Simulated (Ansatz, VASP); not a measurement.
# GaN: VASP beside Ansatz

Contents of INCAR:

```
SYSTEM = GaN
ALGO = Normal
EDIFF = 1E-6
ENCUT = 520
GGA = PE
ISIF = 2
ISMEAR = -1
LASPH = .TRUE.
LCHARG = .FALSE.
LREAL = .FALSE.
LWAVE = .FALSE.
NBANDS = 16
NELM = 100
PREC = Accurate
SIGMA = 0.02
```

The input KPOINTS:

```
k-points
0
G
  10 10 10
  0 0 0
```

Contents of POSCAR:

```
GaN
1.0
    0.0000000000      2.0498986417      2.0498986417
    2.0498986417      0.0000000000      2.0498986417
    2.0498986417      2.0498986417      0.0000000000
Ga N
1 1
Direct
    0.5000000000      0.5000000000      0.5000000000
    0.0000000000      0.0000000000      0.0000000000
```

Input for Ansatz:

```yaml
crystal:
  lattice:
    - [0.0, 2.0498986417, 2.0498986417]
    - [2.0498986417, 0.0, 2.0498986417]
    - [2.0498986417, 2.0498986417, 0.0]
  atoms:
    - { symbol: Ga, position: [0.5, 0.5, 0.5] }
    - { symbol: "N", position: [0.0, 0.0, 0.0] }
kpoints:
  mp_grid: { grid: [10, 10, 10] }
  band_path:
    path:
      - [0.0, 0.0, 0.0]
      - [0.5, 0.0, 0.5]
      - [0.625, 0.25, 0.625]
      - [0.375, 0.375, 0.75]
      - [0.5, 0.5, 0.5]
      - [0.5, 0.25, 0.75]
      - [0.0, 0.178385, -0.178385]
      - [0.0, 0.5, 0.5]
    npoints: 1
hamiltonian:
  xc: pbe
scf:
  occupations: { method: fermi_dirac, width: 0.02 }
  n_extra_bands: 4
output:
  forces: true
  stress: true
  eigenvalues: true
```

Change from the starting cell: hydrostatic strain -2.8%.

Alike in both runs: task single point; functional PBE; k mesh 10 × 10 × 10; occupations fermi-dirac, width 0.02 eV; no spin polarisation.

|  | VASP | Ansatz |
| --- | --- | --- |
| version | VASP 6.6.1 | Ansatz 0.2.0 |
| potentials or method | VASP PAW PBE potentials, release 64 (Ga_d, N) | plane waves, PAW |
| plane-wave cutoff (eV) | 520 | 420 |
| valence electrons in the cell | 18 | 18 |

VASP gave:

- gap on the k mesh at the Fermi level (eV): 1.22
- pressure (GPa): 34.4

Task: What did Ansatz give for the same quantities?

Result: gap on the k mesh at the Fermi level (eV): 1.23; pressure (GPa): 33.4.

Both programs put the cell under a high pressure, so it lies far from rest at this level.
